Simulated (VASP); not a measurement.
# GaP (I-4m2) in VASP: notebook

Runs on GaP. Level: r2SCAN. Tasks: single point.

Everything below comes from runs of VASP 6.6.1. Logs are shortened: lines on timing, memory, paths and dates and some standing lists are left out, and cuts for length are marked.

## (1) The cell of the first run

Symmetry: I-4m2, No. 119, tetragonal system. Conventional cell: a = 3.854 Å, b = 3.854 Å, c = 5.233 Å, α = 90.00°, β = 90.00°, γ = 90.00°. Ga (site symmetry -4m2) has 4 P at 2.33 Å within 3.1 Å. P (site symmetry -4m2) has 4 Ga at 2.33 Å within 3.1 Å.

## (2) Single point, r2SCAN (uniaxial z strain -4.0%)

POSCAR reads:

```
GaP
1.0
    0.0000000000      2.7253992874      2.6163833159
    2.7253992874      0.0000000000      2.6163833159
    2.7253992874      2.7253992874      0.0000000000
Ga P
1 1
Direct
    0.0000000000      0.0000000000      0.0000000000
    0.2500000000      0.2500000000      0.2500000000
```

INCAR.step1 reads:

```
SYSTEM = GaP
  PREC = Accurate
  ENCUT = 520
  ISMEAR = 0
  SIGMA = 0.01
  LREAL = .FALSE.
  LASPH = .TRUE.
  NELM = 60
  NBANDS = 16
  GGA = PE
  ALGO = Normal
  EDIFF = 1E-4
  LWAVE = .TRUE.
  LCHARG = .FALSE.
```

INCAR.step2 reads:

```
SYSTEM = GaP
  PREC = Accurate
  ENCUT = 520
  EDIFF = 1E-6
  ISMEAR = 0
  SIGMA = 0.01
  LREAL = .FALSE.
  LASPH = .TRUE.
  NELM = 60
  ALGO = Normal
  ISIF = 2
  LWAVE = .FALSE.
  LCHARG = .FALSE.
  METAGGA = R2SCAN
  LMIXTAU = .TRUE.
  NBANDS = 16
  ISTART = 1
```

KPOINTS reads:

```
regular mesh
0
G
  8 8 8
  0 0 0
```

Potentials or basis: VASP PAW PBE potentials, release 64 (Ga_d, P).

Command:

```sh
cat potpaw_PBE.64/Ga_d/POTCAR potpaw_PBE.64/P/POTCAR > POTCAR
cp INCAR.step1 INCAR
mpirun -np 1 vasp_std > vasp.out
cp INCAR.step2 INCAR
mpirun -np 1 vasp_std > vasp.out
```

OUTCAR:

```text
SYSTEM = GaP
   PREC = Accurate
   ENCUT = 520
   EDIFF = 1E-6
   ISMEAR = 0
   LREAL = .FALSE.
   LASPH = .TRUE.
   NELM = 60
   ISIF = 2
   METAGGA = R2SCAN
   ISTART = 1

 ion  position               nearest neighbor table
   1  0.000  0.000  0.000-   2 2.33   2 2.33   2 2.33   2 2.33
   2  0.250  0.250  0.250-   1 2.33   1 2.33   1 2.33   1 2.33

  LATTYP: Found a body centered tetragonal cell.
 ALAT       =     3.8542966351
 C/A-ratio  =     1.3576450199

  Lattice vectors:

 A1 = (   0.0000000000,  -2.7253992874,  -2.6163833159)
 A2 = (   0.0000000000,   2.7253992874,  -2.6163833159)
 A3 = (   2.7253992874,   0.0000000000,   2.6163833159)

Analysis of symmetry for initial positions (statically):
=====================================================================
 Subroutine PRICEL returns:
 Original cell was already a primitive cell.

 Routine SETGRP: Setting up the symmetry group for a
 body centered tetragonal supercell.

 Subroutine GETGRP returns: Found  8 space group operations
 (whereof  8 operations were pure point group operations)
 out of a pool of 16 trial point group operations.

The static configuration has the point symmetry D_2d.

Analysis of symmetry for dynamics (positions and initial velocities):
=====================================================================
 Subroutine PRICEL returns:
 Original cell was already a primitive cell.

 Routine SETGRP: Setting up the symmetry group for a
 body centered tetragonal supercell.

 Subroutine GETGRP returns: Found  8 space group operations
 (whereof  8 operations were pure point group operations)
 out of a pool of 16 trial point group operations.

The dynamic configuration has the point symmetry D_2d.

 Subroutine INISYM returns: Found  8 space group operations
 (whereof  8 operations are pure point group operations),
 and found     1 'primitive' translations

----------------------------------------------------------------------------------------

                                     Primitive cell

  volume of cell :      38.8680

  direct lattice vectors                    reciprocal lattice vectors
     0.000000000  2.725399287  2.616383316    -0.183459357  0.183459357  0.191103497
     2.725399287  0.000000000  2.616383316     0.183459357 -0.183459357  0.191103497
     2.725399287  2.725399287  0.000000000     0.183459357  0.183459357 -0.191103497

  length of vectors
     3.777997212  3.777997212  3.854296635     0.322234724  0.322234724  0.322234724

  position of ions in fractional coordinates (direct lattice)
     0.000000000  0.000000000  0.000000000
     0.250000000  0.250000000  0.250000000

  ion indices of the primitive-cell ions
   primitive index   ion index
                 1           1
                 2           2

----------------------------------------------------------------------------------------

 KPOINTS: regular mesh

Automatic generation of k-mesh.
 Grid dimensions read from file:
 generate k-points for:    8    8    8

 Generating k-lattice:

  Cartesian coordinates                     Fractional coordinates (reciprocal lattice)
    -0.022932420  0.022932420  0.023887937     0.125000000  0.000000000  0.000000000
     0.022932420 -0.022932420  0.023887937     0.000000000  0.125000000  0.000000000
     0.022932420  0.022932420 -0.023887937     0.000000000  0.000000000  0.125000000

  Length of vectors
     0.040279341  0.040279341  0.040279341

  Shift w.r.t. Gamma in fractional coordinates (k-lattice)
     0.000000000  0.000000000  0.000000000

 Subroutine IBZKPT returns following result:
 ===========================================

 Found     59 irreducible k-points:

 Following reciprocal coordinates:
            Coordinates               Weight
  0.000000  0.000000  0.000000      1.000000
  0.125000  0.000000  0.000000      8.000000
  0.250000  0.000000  0.000000      8.000000
  0.375000 -0.000000  0.000000      8.000000
  0.500000  0.000000  0.000000      4.000000
  0.125000  0.125000  0.000000      2.000000
[... 16 lines left out ...]
  0.250000 -0.000000  0.125000     16.000000
  0.375000  0.000000  0.125000     16.000000
 [... further k-points ...]
   k-points           NKPTS =     59   k-points in BZ     NKDIM =     59   number of bands    NBANDS=     16
   number of dos      NEDOS =    301   number of ions     NIONS =      2
   total plane-waves  NPLWV =  23520
   dimension x,y,z NGX =    28 NGY =   28 NGZ =   30
   dimension x,y,z NGXF=    56 NGYF=   56 NGZF=   60
   ions per type =               1   1
   NGX,Y,Z   is equivalent  to a cutoff of  12.32, 12.32, 12.94 a.u.
   NGXF,Y,Z  is equivalent  to a cutoff of  24.64, 24.64, 25.88 a.u.
 SYSTEM =  GaP
   PREC   = accura    normal or accurate (medium, high low for compatibility)
   ISTART =      1    job   : 0-new  1-cont  2-samecut
   ICHARG =      0    charge: 1-file 2-atom 10-const
   ISPIN  =      1    spin polarized calculation?
   LNONCOLLINEAR =      F non collinear calculations
   LSORBIT =      F    spin-orbit coupling
   LASPH  =      T    aspherical Exc in radial PAW
   ENCUT  =  520.0 eV  38.22 Ry    6.18 a.u.   7.02  7.02  7.17*2*pi/ulx,y,z
   NELM   =     60;   NELMIN=  2; NELMDL=  0     # of ELM steps
   EDIFF  = 0.1E-05   stopping-criterion for ELM
   LREAL  =      F    real-space projection
   EDIFFG = 0.1E-04   stopping-criterion for IOM
   NSW    =      0    number of steps for IOM
   IBRION =     -1    ionic relax: 0-MD 1-quasi-New 2-CG
   NFREE  =      0    steps in history (QN), initial steepest desc. (CG)
   ISIF   =      2    stress and relaxation
   ISYM   =      2    0-nonsym 1-usesym 2-fastsym
   POTIM  = 0.5000    time-step for ionic-motion
   TEBEG  =    0.0;   TEEND  =   0.0 temperature during run
   PSTRESS=    0.0 pullay stress
   NELECT =      18.0000    total number of electrons
   NUPDOWN=      -1.0000    fix difference up-down
   EMIN   =  10.00;   EMAX   =-10.00  energy-range for DOS
   EFERMI =   0.00;   METHOD = LEGACY
   ISMEAR =     0;   SIGMA  =   0.01  broadening in eV -4-tet -1-fermi 0-gaus
   EFERMI_NEDOS =   21; number of points for ismear=-14 and -15
   IALGO  =     38    algorithm
   IMIX   =      4    mixing-type and parameters
     AMIX     =   0.40;   BMIX     =  1.00
     AMIX_MAG =   1.60;   BMIX_MAG =  1.00
  volume/ion in A,a.u.               =      19.43       131.15
  Fermi-wavevector in a.u.,A,eV,Ry     =   1.266587  2.393503 21.827055  1.604243
  Thomas-Fermi vector in A             =   2.399780
   LORBIT       =      0    0 simple, 1 ext, 2 COOP (PROOUT), +10 PAW based schemes
   METAGGA = R2SCAN    functional components
   LHFCALC =     F    Hartree Fock is set to
   AEXX    =    0.0000 exact exchange contribution
   IVDW    =     0    specifies the selected vdW correction
   LEPSILON=     F    determine dielectric tensor
   LRPA    =     F    only Hartree local field effects (RPA)
 non-spin polarized calculation
 Gauss-broadening in eV      SIGMA  =   0.01
  energy-cutoff  :      520.00
  volume of cell :       38.87
 maximum number of plane-waves:      1063
   NGX = 13   NGY = 13   NGZ = 15

 number of electron      17.9999996 magnetization

 Free energy of the ion-electron system (eV)
  ---------------------------------------------------
  ext. energy  EPLUGINS =         0.00000000
  ---------------------------------------------------
  free energy    TOTEN  =       -21.43355150 eV

  energy without entropy =      -21.43355150  energy(sigma->0) =      -21.43355150

 E-fermi :   5.1181     XC(G=0): -10.7505

 val. band max:        5.0458648950   @ k =   0.0000   0.0000   0.0000
 cond. band min:       6.4643646296   @ k =   0.3750   0.3750   0.0000
 fundamental gap:      1.4184997346
 Fermi energy:         5.1180955786

 k-point     1 :       0.0000    0.0000    0.0000
  band No.  band energies     occupation
      1     -10.1786      2.00000
      2     -10.1781      2.00000
      3     -10.1664      2.00000
      4     -10.0512      2.00000
      5     -10.0451      2.00000
      6      -8.4517      2.00000
[... 8 lines left out ...]
     15      14.8293      0.00000
     16      15.5736      0.00000

 k-point     2 :       0.1250    0.0000    0.0000
  band No.  band energies     occupation
      1     -10.1955      2.00000
      2     -10.1723      2.00000
      3     -10.1641      2.00000
      4     -10.0515      2.00000
      5     -10.0446      2.00000
      6      -8.2255      2.00000
[... 8 lines left out ...]
     15      14.7834      0.00000
     16      15.5270      0.00000

 k-point     3 :       0.2500    0.0000    0.0000
  band No.  band energies     occupation
      1     -10.2361      2.00000
      2     -10.1598      2.00000
      3     -10.1526      2.00000
      4     -10.0511      2.00000
      5     -10.0417      2.00000
      6      -7.5890      2.00000
[... 8 lines left out ...]
     15      14.4388      0.00000
     16      15.6786      0.00000

 k-point     4 :       0.3750   -0.0000    0.0000
  band No.  band energies     occupation
      1     -10.2708      2.00000
      2     -10.1503      2.00000
      3     -10.1430      2.00000
      4     -10.0481      2.00000
      5     -10.0357      2.00000
      6      -6.6997      2.00000
[... 8 lines left out ...]
     15      15.8397      0.00000
     16      15.9233      0.00000

 k-point     5 :       0.5000    0.0000    0.0000
  band No.  band energies     occupation
      1     -10.2840      2.00000
      2     -10.1472      2.00000
      3     -10.1399      2.00000
      4     -10.0460      2.00000
      5     -10.0322      2.00000
      6      -6.1465      2.00000
[... 8 lines left out ...]
     15      17.1507      0.00000
     16      17.5611      0.00000

 k-point     6 :       0.1250    0.1250    0.0000
  band No.  band energies     occupation
      1     -10.1997      2.00000
      2     -10.1672      2.00000
      3     -10.1667      2.00000
      4     -10.0574      2.00000
      5     -10.0406      2.00000
      6      -8.1359      2.00000
[... 8 lines left out ...]
     15      15.1116      0.00000
     16      16.0175      0.00000

 k-point     7 :       0.2500    0.1250    0.0000
  band No.  band energies     occupation
      1     -10.2351      2.00000
      2     -10.1542      2.00000
      3     -10.1535      2.00000
      4     -10.0622      2.00000
      5     -10.0359      2.00000
      6      -7.6237      2.00000
[... 8 lines left out ...]
     15      15.3085      0.00000
     16      16.9179      0.00000

 k-point     8 :       0.3750    0.1250    0.0000
  band No.  band energies     occupation
      1     -10.2683      2.00000
      2     -10.1430      2.00000
      3     -10.1426      2.00000
      4     -10.0613      2.00000
      5     -10.0311      2.00000
      6      -6.7946      2.00000
[... 8 lines left out ...]
     15      16.5528      0.00000
     16      16.6973      0.00000

 k-point     9 :       0.5000    0.1250    0.0000
  band No.  band energies     occupation
      1     -10.2852      2.00000
      2     -10.1388      2.00000
      3     -10.1376      2.00000
      4     -10.0547      2.00000
      5     -10.0307      2.00000
      6      -6.0439      2.00000
[... 8 lines left out ...]
     15      17.5166      0.00000
     16      18.1007      0.00000
[... 172 lines left out ...]
 k-point    19 :       0.5000    0.3750    0.0000
  band No.  band energies     occupation
      1     -10.3156      2.00000
      2     -10.1070      2.00000
      3     -10.1017      2.00000
      4     -10.0913      2.00000
      5     -10.0183      2.00000
      6      -5.2876      2.00000
[... 8 lines left out ...]
     15      17.6488      0.00000
     16      19.3127      0.00000

 k-point    20 :      -0.3750    0.3750    0.0000
  band No.  band energies     occupation
      1     -10.3069      2.00000
      2     -10.1168      2.00000
      3     -10.1069      2.00000
      4     -10.0795      2.00000
      5     -10.0259      2.00000
      6      -5.1264      2.00000
[... 8 lines left out ...]
     15      15.8774      0.00000
     16      21.1828      0.00000

 k-point    21 :       0.5000    0.5000    0.0000
  band No.  band energies     occupation
      1     -10.3249      2.00000
      2     -10.1008      2.00000
      3     -10.0958      2.00000
      4     -10.0952      2.00000
      5     -10.0142      2.00000
      6      -5.0186      2.00000
[... 8 lines left out ...]
     15      17.9060      0.00000
     16      18.7655      0.00000

 k-point    22 :       0.1250    0.0000    0.1250
  band No.  band energies     occupation
      1     -10.2088      2.00000
      2     -10.1665      2.00000
      3     -10.1563      2.00000
      4     -10.0521      2.00000
      5     -10.0447      2.00000
      6      -8.1586      2.00000
[... 8 lines left out ...]
     15      15.5306      0.00000
     16      15.8947      0.00000

 k-point    23 :       0.2500   -0.0000    0.1250
  band No.  band energies     occupation
      1     -10.2393      2.00000
      2     -10.1547      2.00000
      3     -10.1462      2.00000
      4     -10.0551      2.00000
      5     -10.0417      2.00000
      6      -7.6653      2.00000
[... 8 lines left out ...]
     15      15.5187      0.00000
     16      16.9940      0.00000

 k-point    24 :       0.3750    0.0000    0.1250
  band No.  band energies     occupation
      1     -10.2691      2.00000
      2     -10.1462      2.00000
      3     -10.1367      2.00000
      4     -10.0530      2.00000
      5     -10.0382      2.00000
      6      -6.8452      2.00000
[... 8 lines left out ...]
     15      16.2480      0.00000
     16      16.7643      0.00000

 [... further k-points ...]
[... 5 lines left out ...]
  --------------------------------------------------------------------------------------
  -------------------------------------------------------------------------------------
  Total        0.6862889      0.6862889      1.4415659      0.0000000      0.0000000      0.0000000
  in kB       28.2895434     28.2895434     59.4228469      0.0000000      0.0000000      0.0000000
  external PRESSURE =      38.6673112 kB  Pullay stress =       0.0000000 kB

 VOLUME and BASIS-vectors are now :
 -----------------------------------------------------------------------------
  energy-cutoff  :      520.00
  volume of cell :       38.87
      direct lattice vectors                 reciprocal lattice vectors
     0.000000000  2.725399287  2.616383316    -0.183459357  0.183459357  0.191103497
     2.725399287  0.000000000  2.616383316     0.183459357 -0.183459357  0.191103497
     2.725399287  2.725399287  0.000000000     0.183459357  0.183459357 -0.191103497

 POSITION                                       TOTAL-FORCE (eV/Angst)
 -----------------------------------------------------------------------------------
      0.00000      0.00000      0.00000         0.000000      0.000000     -0.000000
      1.36270      1.36270      1.30819        -0.000000     -0.000000      0.000000
 -----------------------------------------------------------------------------------
    total drift:                               -0.000084     -0.000084     -0.000588

  FREE ENERGIE OF THE ION-ELECTRON SYSTEM (eV)
  ---------------------------------------------------
  free  energy   TOTEN  =       -21.4335514964 eV

  energy  without entropy=      -21.4335514964  energy(sigma->0) =      -21.43355150
```

Run time: 1.7 min. Hardware: 1 thread of Intel Xeon 6975P-C, shared host; peak memory 0.19 GiB.

What came out:

```yaml
Free_energy: -21.4336 eV
Pressure: 3.9 GPa
Band_gap_on_the_k_mesh: 1.42 eV, indirect (least direct gap 2.54 eV)
```

Levels at points of the mesh, in eV from the valence-band top:
```csv
k point,band 5,band 6,band 7,band 8,band 9,band 10,band 11,band 12,band 13,band 14
"(0.00, 0.00, 0.00)",-15.09,-13.50,-0.23,-0.23,0.00,2.54,3.97,4.06,4.06,9.50
"(0.50, 0.00, 0.00)",-15.08,-11.19,-7.25,-1.56,-1.21,1.98,4.72,5.11,8.79,11.73
"(0.50, 0.50, 0.00)",-15.06,-10.06,-7.12,-3.30,-3.30,1.47,1.63,11.48,11.48,12.51
"(0.50, 0.00, 0.50)",-15.07,-10.27,-7.41,-3.01,-2.98,1.78,2.05,11.34,11.45,12.08
```

Caveat: the cell differs from its parent crystal (uniaxial z strain -4.0%); the PAW data sets were made with another functional, which shifts forces and pressure a little.

(Continued in part 2 of 2.)
